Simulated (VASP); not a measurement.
# Si4C11 in VASP: a series of runs

The runs below take Si4C11 through single point, with PBE.

All numbers are computed with VASP 6.6.1; they aren't measurements. Logs are shortened: lines on timing, memory, paths and dates and some standing lists are left out, and cuts for length are marked.

## 1. The cell of the first run

The cell holds a disordered packing, 15 atoms: a = 5.571 Å, b = 5.478 Å, c = 5.585 Å, α = 91.93°, β = 88.57°, γ = 86.53°.

## 2. Single point, PBE

INCAR reads:

```
SYSTEM = Si4C11
PREC = Accurate
ENCUT = 520
EDIFF = 1E-6
ISMEAR = -1
SIGMA = 0.3447
LREAL = Auto
LASPH = .TRUE.
NELM = 120
ALGO = Normal
ISIF = 2
LWAVE = .FALSE.
LCHARG = .FALSE.
GGA = PE
ISYM = -1
NBANDS = 43
GGA_COMPAT = .FALSE.
```

KPOINTS reads:

```
explicit points
1
Reciprocal
  0.25000000   0.25000000   0.25000000 1
```

POSCAR reads:

```
Si4C11
1.0
    5.5684850000      0.1677970000      0.0711490000
    0.1677970000      5.4749150000     -0.0943290000
    0.0711490000     -0.0943290000      5.5837510000
C Si
11 4
Direct
    0.0722915316     -0.1027410564     -0.1186617977
    1.3816163224      0.1138401562     -1.2237249103
    0.6089585621     -0.3456622398      0.5641747338
    0.7617300707      0.5244405815      0.0789325353
    0.8196016424      0.8056842460     -0.0545594616
    0.4832605460     -0.1057543969     -0.6012007360
    0.3283135190     -0.0677354759     -0.0525389829
    0.4905354484      0.5323913237     -0.2782323505
   -0.4238684451      0.3783625993      0.0765853244
    0.5120401452      1.3324550035     -0.1555864501
    0.3268474709      0.0513308948     -0.4882346793
    1.0172557291      0.2037885643     -0.3207547321
    0.3371232883      0.6309967635      0.2062665955
    0.8956963267     -0.4581561266      0.3721157503
    1.1707681733      1.2596269751      0.1891995843
```

Potentials or basis: VASP PAW PBE potentials, release 64 (C, Si).

Command:

```sh
$ cat potpaw_PBE.64/C/POTCAR potpaw_PBE.64/Si/POTCAR > POTCAR
$ mpirun -np 1 vasp_std > vasp.out
```

OUTCAR:

```text
SYSTEM = Si4C11
   PREC = Accurate
   ENCUT = 520
   EDIFF = 1E-6
   ISMEAR = -1
   LREAL = Auto
   LASPH = .TRUE.
   NELM = 120
   ISIF = 2
   GGA = PE
   ISYM = -1

 ion  position               nearest neighbor table
   1  0.072  0.897  0.881-   7 1.50   5 1.56  12 2.07
   2  0.382  0.114  0.776-   7 1.44  10 1.48  11 1.55  12 2.15
   3  0.609  0.654  0.564-   8 1.31   6 1.75  14 1.96  13 2.54
   4  0.762  0.524  0.079-   9 1.35   5 1.78  14 1.82  13 2.48
   5  0.820  0.806  0.945-   1 1.56   4 1.78
   6  0.483  0.894  0.399-  11 1.32   3 1.75  13 2.00
   7  0.328  0.932  0.947-   2 1.44   1 1.50  13 2.23  15 2.32
   8  0.491  0.532  0.722-   3 1.31  10 1.31
   9  0.576  0.378  0.077-   4 1.35  10 1.37  13 1.97  15 2.46
  10  0.512  0.332  0.844-   8 1.31   9 1.37   2 1.48
  11  0.327  0.051  0.512-   6 1.32   2 1.55  12 2.06  15 2.32
  12  0.017  0.204  0.679-  11 2.06   1 2.07   2 2.15  14 2.64  15 2.88  15 3.01
  13  0.337  0.631  0.206-   9 1.97   6 2.00   7 2.23  15 2.29   4 2.48   3 2.54  14 2.68
  14  0.896  0.542  0.372-   4 1.82   3 1.96  15 2.30  12 2.64  13 2.68
  15  0.171  0.260  0.189-  13 2.29  14 2.30   7 2.32  11 2.32   9 2.46  12 2.88  12 3.01

IMPORTANT INFORMATION: All symmetrisations will be switched off!
NOSYMM: (Re-)initialisation of all symmetry stuff for point group C_1.

----------------------------------------------------------------------------------------

                                     Primitive cell

  volume of cell :     169.9950

  direct lattice vectors                    reciprocal lattice vectors
     5.568485000  0.167797000  0.071149000     0.179779798 -0.005551035 -0.002384558
     0.167797000  5.474915000 -0.094329000    -0.005551035  0.182875815  0.003160142
     0.071149000 -0.094329000  5.583751000    -0.002384558  0.003160142  0.179174851

  length of vectors
     5.571466881  5.478297915  5.585000928     0.179881282  0.182987333  0.179218581

  position of ions in fractional coordinates (direct lattice)
     0.072291532  0.897258944  0.881338202
     0.381616322  0.113840156  0.776275090
     0.608958562  0.654337760  0.564174734
     0.761730071  0.524440582  0.078932535
     0.819601642  0.805684246  0.945440538
     0.483260546  0.894245603  0.398799264
     0.328313519  0.932264524  0.947461017
     0.490535448  0.532391324  0.721767650
     0.576131555  0.378362599  0.076585324
     0.512040145  0.332455004  0.844413550
     0.326847471  0.051330895  0.511765321
     0.017255729  0.203788564  0.679245268
     0.337123288  0.630996764  0.206266595
     0.895696327  0.541843873  0.372115750
     0.170768173  0.259626975  0.189199584

  ion indices of the primitive-cell ions
   primitive index   ion index
                 1           1
                 2           2
                 3           3
                 4           4
                 5           5
                 6           6
                 7           7
                 8           8
                 9           9
                10          10
                11          11
                12          12
                13          13
                14          14
                15          15

----------------------------------------------------------------------------------------

 KPOINTS: explicit points

Read explicit list of k-points.

 Found      1 k-points:

 Following reciprocal coordinates:
            Coordinates               Weight
  0.250000  0.250000  0.250000      1.000000
   k-points           NKPTS =      1   k-points in BZ     NKDIM =      1   number of bands    NBANDS=     43
   number of dos      NEDOS =    301   number of ions     NIONS =     15
   total plane-waves  NPLWV =  74088
   dimension x,y,z NGX =    42 NGY =   42 NGZ =   42
   dimension x,y,z NGXF=    84 NGYF=   84 NGZF=   84
   ions per type =              11   4
   NGX,Y,Z   is equivalent  to a cutoff of  12.53, 12.75, 12.50 a.u.
   NGXF,Y,Z  is equivalent  to a cutoff of  25.06, 25.49, 25.00 a.u.
 SYSTEM =  Si4C11
   PREC   = accura    normal or accurate (medium, high low for compatibility)
   ISTART =      0    job   : 0-new  1-cont  2-samecut
   ICHARG =      2    charge: 1-file 2-atom 10-const
   ISPIN  =      1    spin polarized calculation?
   LNONCOLLINEAR =      F non collinear calculations
   LSORBIT =      F    spin-orbit coupling
   LASPH  =      T    aspherical Exc in radial PAW
   ENCUT  =  520.0 eV  38.22 Ry    6.18 a.u.  10.36 10.19 10.38*2*pi/ulx,y,z
   NELM   =    120;   NELMIN=  2; NELMDL= -5     # of ELM steps
   EDIFF  = 0.1E-05   stopping-criterion for ELM
   LREAL  =      T    real-space projection
   EDIFFG = 0.1E-04   stopping-criterion for IOM
   NSW    =      0    number of steps for IOM
   IBRION =     -1    ionic relax: 0-MD 1-quasi-New 2-CG
   NFREE  =      0    steps in history (QN), initial steepest desc. (CG)
   ISIF   =      2    stress and relaxation
   ISYM   =     -1    0-nonsym 1-usesym 2-fastsym
   POTIM  = 0.5000    time-step for ionic-motion
   TEBEG  =    0.0;   TEEND  =   0.0 temperature during run
   PSTRESS=    0.0 pullay stress
   NELECT =      60.0000    total number of electrons
   NUPDOWN=      -1.0000    fix difference up-down
   EMIN   =  10.00;   EMAX   =-10.00  energy-range for DOS
   EFERMI =   0.00;   METHOD = LEGACY
   ISMEAR =    -1;   SIGMA  =   0.34  broadening in eV -4-tet -1-fermi 0-gaus
   EFERMI_NEDOS =   21; number of points for ismear=-14 and -15
   IALGO  =     38    algorithm
   IMIX   =      4    mixing-type and parameters
     AMIX     =   0.40;   BMIX     =  1.00
     AMIX_MAG =   1.60;   BMIX_MAG =  1.00
  volume/ion in A,a.u.               =      11.33        76.48
  Fermi-wavevector in a.u.,A,eV,Ry     =   1.156946  2.186312 18.211735  1.338525
  Thomas-Fermi vector in A             =   2.293562
   LORBIT       =      0    0 simple, 1 ext, 2 COOP (PROOUT), +10 PAW based schemes
   GGA     = PE    functional components
   LHFCALC =     F    Hartree Fock is set to
   AEXX    =    0.0000 exact exchange contribution
   IVDW    =     0    specifies the selected vdW correction
   LEPSILON=     F    determine dielectric tensor
   LRPA    =     F    only Hartree local field effects (RPA)
 non-spin polarized calculation
  energy-cutoff  :      520.00
  volume of cell :      169.99
 maximum number of plane-waves:      4584
 NGX is ok and might be reduce to    42
   NGX = 21   NGY = 21   NGZ = 21

 number of electron      59.9999999 magnetization

 Free energy of the ion-electron system (eV)
  ---------------------------------------------------
  ext. energy  EPLUGINS =         0.00000000
  ---------------------------------------------------
  free energy    TOTEN  =      -102.22953495 eV

  energy without entropy =     -100.71585310  energy(sigma->0) =     -101.47269403

 E-fermi :   5.5383     XC(G=0): -10.3684

 val. band max:        5.1740469809   @ k =   0.2500   0.2500   0.2500
 cond. band min:       5.8250918631   @ k =   0.2500   0.2500   0.2500
 fundamental gap:      0.6510448822
 Fermi energy:         5.5382602472

 k-point     1 :       0.2500    0.2500    0.2500
  band No.  band energies     occupation
      1     -12.9284      2.00000
      2     -11.6593      2.00000
      3      -9.9942      2.00000
      4      -9.2075      2.00000
      5      -8.1644      2.00000
      6      -7.3621      2.00000
      7      -5.9013      2.00000
      8      -5.4142      2.00000
      9      -4.8350      2.00000
     10      -4.1243      2.00000
     11      -3.1113      2.00000
     12      -2.7836      2.00000
     13      -2.0176      2.00000
     14      -1.6553      2.00000
     15      -1.2014      2.00000
     16      -0.4996      2.00000
     17      -0.1068      2.00000
     18       0.3749      2.00000
     19       0.8257      2.00000
     20       1.1328      1.99999
     21       1.4782      1.99998
     22       2.0344      1.99992
     23       2.3438      1.99981
     24       2.6234      1.99957
     25       3.1638      1.99796
     26       3.5562      1.99365
     27       4.0362      1.97470
     28       4.4862      1.90975
     29       4.7324      1.82392
     30       5.1740      1.48408
     31       5.8251      0.60639
     32       6.4254      0.14169
     33       6.7603      0.05610
     34       7.5049      0.00663
     35       7.6846      0.00394
     36       8.0552      0.00135
     37       8.4472      0.00043
     38       9.1148      0.00006
     39       9.5028      0.00002
     40       9.7035      0.00001
     41      10.2844      0.00000
     42      10.6718      0.00000
 [bands above 42 left out]

------------------------ aborting loop because EDIFF is reached ----------------------------------------

  FORCE on cell =-STRESS in cart. coord.  units (eV):
  Direction    XX          YY          ZZ          XY          YZ          ZX
  --------------------------------------------------------------------------------------
  -------------------------------------------------------------------------------------
  Total        0.2703309     -7.7282072      9.6476028     -1.7253231      4.9103036      5.4995658
  in kB        2.5478285    -72.8371974     90.9272139    -16.2609122     46.2788774     51.8325855
  external PRESSURE =       6.8792817 kB  Pullay stress =       0.0000000 kB

 VOLUME and BASIS-vectors are now :
 -----------------------------------------------------------------------------
  energy-cutoff  :      520.00
  volume of cell :      169.99
      direct lattice vectors                 reciprocal lattice vectors
     5.568485000  0.167797000  0.071149000     0.179779798 -0.005551035 -0.002384558
     0.167797000  5.474915000 -0.094329000    -0.005551035  0.182875815  0.003160142
     0.071149000 -0.094329000  5.583751000    -0.002384558  0.003160142  0.179174851

 POSITION                                       TOTAL-FORCE (eV/Angst)
 -----------------------------------------------------------------------------------
      0.61582      4.84141      4.84168        -6.690731     -1.820091      1.119120
      2.19936      0.61407      4.35094         2.345502      2.124167     -0.725738
      3.54091      3.63141      3.13182         0.115322      2.275758     -2.197124
      4.33530      2.99164      0.44547         2.929970      4.141634     -0.609045
      4.76640      4.45940      5.26142         5.409719     -1.673694      0.394484
      2.86945      4.93939      2.17683        -0.003254     -5.343643      0.935317
      2.05205      5.06979      5.22581        -3.584603     -0.085028      0.703755
      2.87223      2.92902      4.01485         0.875801      1.704295     -3.452104
      3.27712      2.16095      0.43293         0.097232      0.275751      1.866511
      2.96715      1.82643      4.72007        -3.510551     -4.572739     -2.813195
      1.86507      0.28760      2.87598        -0.158445      2.382637      1.247733
      0.17861      1.05455      3.77474        -0.091399     -0.875683     -0.113052
      1.99782      3.49177      1.11621         1.194940      3.660675      0.432837
      5.10507      3.08174      2.09042         0.433649      0.927255      2.710586
      1.00795      1.43224      1.04410         0.636849     -3.121293      0.499915
 -----------------------------------------------------------------------------------
    total drift:                               -0.000093     -0.017279      0.005063

  FREE ENERGIE OF THE ION-ELECTRON SYSTEM (eV)
  ---------------------------------------------------
  free  energy   TOTEN  =      -102.2295349521 eV

  energy  without entropy=     -100.7158531040  energy(sigma->0) =     -101.47269403
```

Run time: 11 s. Hardware: 1 thread of Intel Xeon 6975P-C (Granite Rapids), shared host; peak memory 0.24 GiB.

What came out:

| Item | Value |
| --- | --- |
| Free energy | -102.2295 eV |
| Pressure | 0.7 GPa |
| Largest force | 7.024 eV/Å |

Forces in eV/Å, atoms in the order of the input:
```
C   -6.691 -1.820  1.119
C    2.346  2.124 -0.726
C    0.115  2.276 -2.197
C    2.930  4.142 -0.609
C    5.410 -1.674  0.394
C   -0.003 -5.344  0.935
C   -3.585 -0.085  0.704
C    0.876  1.704 -3.452
C    0.097  0.276  1.867
C   -3.511 -4.573 -2.813
C   -0.158  2.383  1.248
Si  -0.091 -0.876 -0.113
Si   1.195  3.661  0.433
Si   0.434  0.927  2.711
Si   0.637 -3.121  0.500
```

Stress tensor (GPa, compression positive):
```
 0.25 -1.63  5.18
-1.63 -7.28  4.63
 5.18  4.63  9.09
```

Caveat: the atoms stand as in a frame of molecular dynamics.

[end of part 1 of 2]
